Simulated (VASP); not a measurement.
# CoSi2 in VASP: a series of runs

CoSi2 is run at these levels: PBE; tasks: single point.

All numbers are computed with VASP 6.6.1; they aren't measurements. Logs are shortened: lines on timing, memory, paths and dates and some standing lists are left out, and cuts for length are marked.

## Step 1: The cell of the first run

It takes space group Fm-3m (No. 225, cubic). Conventional cell: a = 5.356 Å, b = 5.356 Å, c = 5.356 Å, α = 90.00°, β = 90.00°, γ = 90.00°. Within 3.1 Å of Co (site symmetry m-3m) lie 8 Si at 2.32 Å. Si (site symmetry -43m) has 4 Co at 2.32 Å and 6 Si at 2.68 Å within 3.1 Å.

## Step 2: Single point, PBE, collinear spin, ferromagnetic start

INCAR

```
SYSTEM = CoSi2
PREC     = Accurate       ! precision mode
ENCUT    = 520            ! plane-wave cutoff, eV
EDIFF    = 1E-6           ! SCF threshold, eV
ISMEAR   = 0              ! smearing method
SIGMA    = 0.05           ! smearing width, eV
LREAL    = .FALSE.        ! projectors in reciprocal space
LASPH    = .TRUE.         ! aspherical terms in the spheres
NELM     = 150            ! most SCF steps
ALGO     = Normal         ! electronic algorithm
ISIF     = 2              ! what is computed and relaxed
LWAVE    = .FALSE.        ! write WAVECAR
LCHARG   = .FALSE.        ! write CHGCAR
ISPIN    = 2              ! spin polarisation
MAGMOM   = 3.2 0 0        ! initial moments
LORBIT   = 11             ! projections on sites
LMAXMIX  = 4              ! l up to which the mixer works
GGA      = PE             ! functional
NBANDS   = 20             ! bands
```

KPOINTS

```
regular mesh
0
G
  9 9 9
  0 0 0
```

POSCAR

```
CoSi2
1.0
    0.0000000000      2.6780000000      2.6780000000
    2.6780000000      0.0000000000      2.6780000000
    2.6780000000      2.6780000000      0.0000000000
Co Si
1 2
Direct
    0.0000000000      0.0000000000      0.0000000000
    0.2500000000      0.2500000000      0.2500000000
    0.7500000000      0.7500000000      0.7500000000
```

Potentials or basis: VASP PAW PBE potentials, release 64 (Co, Si).

The run is started by

```sh
$ cat potpaw_PBE.64/Co/POTCAR potpaw_PBE.64/Si/POTCAR > POTCAR
$ mpirun -np 1 vasp_std > vasp.out
```

OUTCAR:

```text
SYSTEM = CoSi2
   PREC = Accurate
   ENCUT = 520
   EDIFF = 1E-6
   ISMEAR = 0
   LREAL = .FALSE.
   LASPH = .TRUE.
   NELM = 150
   ISIF = 2
   ISPIN = 2
   LORBIT = 11
   GGA = PE

 ion  position               nearest neighbor table
   1  0.000  0.000  0.000-   3 2.32   2 2.32   3 2.32   2 2.32   3 2.32   3 2.32   2 2.32   2 2.32

   2  0.250  0.250  0.250-   1 2.32   1 2.32   1 2.32   1 2.32   3 2.68   3 2.68   3 2.68   3 2.68
                             3 2.68   3 2.68
   3  0.750  0.750  0.750-   1 2.32   1 2.32   1 2.32   1 2.32   2 2.68   2 2.68   2 2.68   2 2.68
                             2 2.68   2 2.68

  LATTYP: Found a face centered cubic cell.
 ALAT       =     5.3560000000

  Lattice vectors:

 A1 = (   0.0000000000,   2.6780000000,   2.6780000000)
 A2 = (   2.6780000000,   0.0000000000,   2.6780000000)
 A3 = (   2.6780000000,   2.6780000000,   0.0000000000)

Analysis of symmetry for initial positions (statically):
=====================================================================
 Subroutine PRICEL returns:
 Original cell was already a primitive cell.

 Routine SETGRP: Setting up the symmetry group for a
 face centered cubic supercell.

 Subroutine GETGRP returns: Found 48 space group operations
 (whereof 48 operations were pure point group operations)
 out of a pool of 48 trial point group operations.

The static configuration has the point symmetry O_h .

Analysis of symmetry for dynamics (positions and initial velocities):
=====================================================================
 Subroutine PRICEL returns:
 Original cell was already a primitive cell.

 Routine SETGRP: Setting up the symmetry group for a
 face centered cubic supercell.

 Subroutine GETGRP returns: Found 48 space group operations
 (whereof 48 operations were pure point group operations)
 out of a pool of 48 trial point group operations.

The dynamic configuration has the point symmetry O_h .

Analysis of structural, dynamic, and magnetic symmetry:
=====================================================================
 Subroutine PRICEL returns:
 Original cell was already a primitive cell.

 Routine SETGRP: Setting up the symmetry group for a
 face centered cubic supercell.

 Subroutine GETGRP returns: Found 48 space group operations
 (whereof 48 operations were pure point group operations)
 out of a pool of 48 trial point group operations.

The overall configuration has the point symmetry O_h .

 Subroutine INISYM returns: Found 48 space group operations
 (whereof 48 operations are pure point group operations),
 and found     1 'primitive' translations

----------------------------------------------------------------------------------------

                                     Primitive cell

  volume of cell :      38.4115

  direct lattice vectors                    reciprocal lattice vectors
     0.000000000  2.678000000  2.678000000    -0.186706497  0.186706497  0.186706497
     2.678000000  0.000000000  2.678000000     0.186706497 -0.186706497  0.186706497
     2.678000000  2.678000000  0.000000000     0.186706497  0.186706497 -0.186706497

  length of vectors
     3.787263920  3.787263920  3.787263920     0.323385140  0.323385140  0.323385140

  position of ions in fractional coordinates (direct lattice)
     0.000000000  0.000000000  0.000000000
     0.250000000  0.250000000  0.250000000
     0.750000000  0.750000000  0.750000000

  ion indices of the primitive-cell ions
   primitive index   ion index
                 1           1
                 2           2
                 3           3

----------------------------------------------------------------------------------------

 KPOINTS: regular mesh

Automatic generation of k-mesh.
 Grid dimensions read from file:
 generate k-points for:    9    9    9

 Generating k-lattice:

  Cartesian coordinates                     Fractional coordinates (reciprocal lattice)
    -0.020745166  0.020745166  0.020745166     0.111111111  0.000000000  0.000000000
     0.020745166 -0.020745166  0.020745166     0.000000000  0.111111111  0.000000000
     0.020745166  0.020745166 -0.020745166     0.000000000  0.000000000  0.111111111

  Length of vectors
     0.035931682  0.035931682  0.035931682

  Shift w.r.t. Gamma in fractional coordinates (k-lattice)
     0.000000000  0.000000000  0.000000000

 Subroutine IBZKPT returns following result:
 ===========================================

 Found     35 irreducible k-points:

 Following reciprocal coordinates:
            Coordinates               Weight
  0.000000  0.000000  0.000000      1.000000
  0.111111  0.000000  0.000000      8.000000
  0.222222  0.000000  0.000000      8.000000
  0.333333  0.000000  0.000000      8.000000
  0.444444  0.000000  0.000000      8.000000
  0.111111  0.111111  0.000000      6.000000
[... 16 lines left out ...]
 -0.333333  0.333333  0.000000     12.000000
  0.444444  0.444444  0.000000      6.000000
 [... further k-points ...]
   k-points           NKPTS =     35   k-points in BZ     NKDIM =     35   number of bands    NBANDS=     20
   number of dos      NEDOS =    301   number of ions     NIONS =      3
   total plane-waves  NPLWV =  21952
   dimension x,y,z NGX =    28 NGY =   28 NGZ =   28
   dimension x,y,z NGXF=    56 NGYF=   56 NGZF=   56
   ions per type =               1   2
   NGX,Y,Z   is equivalent  to a cutoff of  12.29, 12.29, 12.29 a.u.
   NGXF,Y,Z  is equivalent  to a cutoff of  24.58, 24.58, 24.58 a.u.
 SYSTEM =  CoSi2
   PREC   = accura    normal or accurate (medium, high low for compatibility)
   ISTART =      0    job   : 0-new  1-cont  2-samecut
   ICHARG =      2    charge: 1-file 2-atom 10-const
   ISPIN  =      2    spin polarized calculation?
   LNONCOLLINEAR =      F non collinear calculations
   LSORBIT =      F    spin-orbit coupling
   LASPH  =      T    aspherical Exc in radial PAW
   ENCUT  =  520.0 eV  38.22 Ry    6.18 a.u.   7.04  7.04  7.04*2*pi/ulx,y,z
   NELM   =    150;   NELMIN=  2; NELMDL= -5     # of ELM steps
   EDIFF  = 0.1E-05   stopping-criterion for ELM
   LREAL  =      F    real-space projection
   EDIFFG = 0.1E-04   stopping-criterion for IOM
   NSW    =      0    number of steps for IOM
   IBRION =     -1    ionic relax: 0-MD 1-quasi-New 2-CG
   NFREE  =      0    steps in history (QN), initial steepest desc. (CG)
   ISIF   =      2    stress and relaxation
   ISYM   =      2    0-nonsym 1-usesym 2-fastsym
   POTIM  = 0.5000    time-step for ionic-motion
   TEBEG  =    0.0;   TEEND  =   0.0 temperature during run
   PSTRESS=    0.0 pullay stress
   NELECT =      17.0000    total number of electrons
   NUPDOWN=      -1.0000    fix difference up-down
   EMIN   =  10.00;   EMAX   =-10.00  energy-range for DOS
   EFERMI =   0.00;   METHOD = LEGACY
   ISMEAR =     0;   SIGMA  =   0.05  broadening in eV -4-tet -1-fermi 0-gaus
   EFERMI_NEDOS =   21; number of points for ismear=-14 and -15
   IALGO  =     38    algorithm
   IMIX   =      4    mixing-type and parameters
     AMIX     =   0.40;   BMIX     =  1.00
     AMIX_MAG =   1.60;   BMIX_MAG =  1.00
  volume/ion in A,a.u.               =      12.80        86.40
  Fermi-wavevector in a.u.,A,eV,Ry     =   1.247586  2.357596 21.177078  1.556471
  Thomas-Fermi vector in A             =   2.381712
   LORBIT       =     11    0 simple, 1 ext, 2 COOP (PROOUT), +10 PAW based schemes
   GGA     = PE    functional components
   LHFCALC =     F    Hartree Fock is set to
   AEXX    =    0.0000 exact exchange contribution
   IVDW    =     0    specifies the selected vdW correction
   LEPSILON=     F    determine dielectric tensor
   LRPA    =     F    only Hartree local field effects (RPA)
 spin polarized calculation
 Gauss-broadening in eV      SIGMA  =   0.05
  energy-cutoff  :      520.00
  volume of cell :       38.41
 maximum number of plane-waves:      1044
   NGX = 15   NGY = 15   NGZ = 15

 number of electron      16.9999995 magnetization       0.0002233

 number of electron      16.9999995 magnetization      -0.0008331

 Free energy of the ion-electron system (eV)
  ---------------------------------------------------
  ext. energy  EPLUGINS =         0.00000000
  ---------------------------------------------------
  free energy    TOTEN  =       -19.29049407 eV

  energy without entropy =      -19.28880520  energy(sigma->0) =      -19.28964964

 E-fermi :  10.0527     XC(G=0): -11.7462

 val. band max:       10.0435490747   @ k =  -0.2222   0.1111   0.0000
 cond. band min:      10.0882254376   @ k =   0.3333   0.1111   0.0000
 fundamental gap:      0.0446763629
 Fermi energy:        10.0527040486

 spin component 1

 k-point     1 :       0.0000    0.0000    0.0000
  band No.  band energies     occupation
      1      -3.0318      1.00000
      2       6.0191      1.00000
      3       6.0191      1.00000
      4       6.0191      1.00000
      5       8.1924      1.00000
      6       8.1924      1.00000
[... 12 lines left out ...]
     19      20.6392      0.00000
[... 513 lines left out ...]
      4       6.3990      1.00000
      5       6.3990      1.00000
      6       8.2462      1.00000
[... 12 lines left out ...]
     19      25.1452      0.00000
     20      25.1452      0.00000

 [... further k-points ...]

 spin component 2

 k-point     1 :       0.0000    0.0000    0.0000
  band No.  band energies     occupation
      1      -3.0319      1.00000
      2       6.0189      1.00000
      3       6.0189      1.00000
      4       6.0189      1.00000
      5       8.1923      1.00000
      6       8.1923      1.00000
[... 12 lines left out ...]
     19      20.6388      0.00000
[... 513 lines left out ...]
      4       6.3989      1.00000
      5       6.3989      1.00000
      6       8.2459      1.00000
[... 12 lines left out ...]
     19      25.1451      0.00000
     20      25.1451      0.00000

 [... further k-points ...]

------------------------ aborting loop because EDIFF is reached ----------------------------------------

  FORCE on cell =-STRESS in cart. coord.  units (eV):
  Direction    XX          YY          ZZ          XY          YZ          ZX
  --------------------------------------------------------------------------------------
  -------------------------------------------------------------------------------------
  Total        0.0815070      0.0815070      0.0815070     -0.0000000      0.0000000     -0.0000000
  in kB        3.3997231      3.3997231      3.3997231     -0.0000000      0.0000000     -0.0000000
  external PRESSURE =       3.3997231 kB  Pullay stress =       0.0000000 kB

 VOLUME and BASIS-vectors are now :
 -----------------------------------------------------------------------------
  energy-cutoff  :      520.00
  volume of cell :       38.41
      direct lattice vectors                 reciprocal lattice vectors
     0.000000000  2.678000000  2.678000000    -0.186706497  0.186706497  0.186706497
     2.678000000  0.000000000  2.678000000     0.186706497 -0.186706497  0.186706497
     2.678000000  2.678000000  0.000000000     0.186706497  0.186706497 -0.186706497

 POSITION                                       TOTAL-FORCE (eV/Angst)
 -----------------------------------------------------------------------------------
      0.00000      0.00000      0.00000        -0.000000     -0.000000     -0.000000
      1.33900      1.33900      1.33900         0.000000      0.000000      0.000000
      4.01700      4.01700      4.01700        -0.000000     -0.000000     -0.000000
 -----------------------------------------------------------------------------------
    total drift:                               -0.000000     -0.000000      0.000000

  FREE ENERGIE OF THE ION-ELECTRON SYSTEM (eV)
  ---------------------------------------------------
  free  energy   TOTEN  =       -19.2904940743 eV

  energy  without entropy=      -19.2888051986  energy(sigma->0) =      -19.28964964

 total charge

# of ion       s       p       d       tot
------------------------------------------
    1        0.541   0.719   7.596   8.856
    2        0.718   0.872   0.000   1.590
    3        0.718   0.872   0.000   1.590
--------------------------------------------------
tot          1.976   2.463   7.596  12.036

 magnetization (x)

# of ion       s       p       d       tot
------------------------------------------
    1       -0.000  -0.000  -0.000  -0.000
    2        0.000   0.000   0.000   0.000
    3        0.000   0.000   0.000   0.000
--------------------------------------------------
tot          0.000  -0.000  -0.000  -0.000
```

It took 78 s on 1 thread of Intel Xeon 8259CL, shared host; peak memory 0.2 GiB.

What came out:

```yaml
Free_energy: -19.2905 eV
Pressure: 0.3 GPa
Net_moment: 0.00 μB per cell
Valence_electrons_inside_the_program's_atomic_spheres: Co 8.86; Si 1.59
```

Levels at points of the mesh, in eV from the Fermi level:
Spin up:
```
           k point  band 7  band 8  band 9  band 10  band 11  band 12
(0.00, 0.00, 0.00)    0.80    3.45    3.45     3.45     3.49     3.49
```
Spin down:
```tsv
k point	band 6	band 7	band 8	band 9	band 10	band 11	band 12	band 13
(0.00, 0.00, 0.00)	-1.86	0.80	3.45	3.45	3.45	3.49	3.49	3.49
```

Caveat: the starting moments collapsed, and a magnetic state may lie lower.

[end of part 1 of 2]
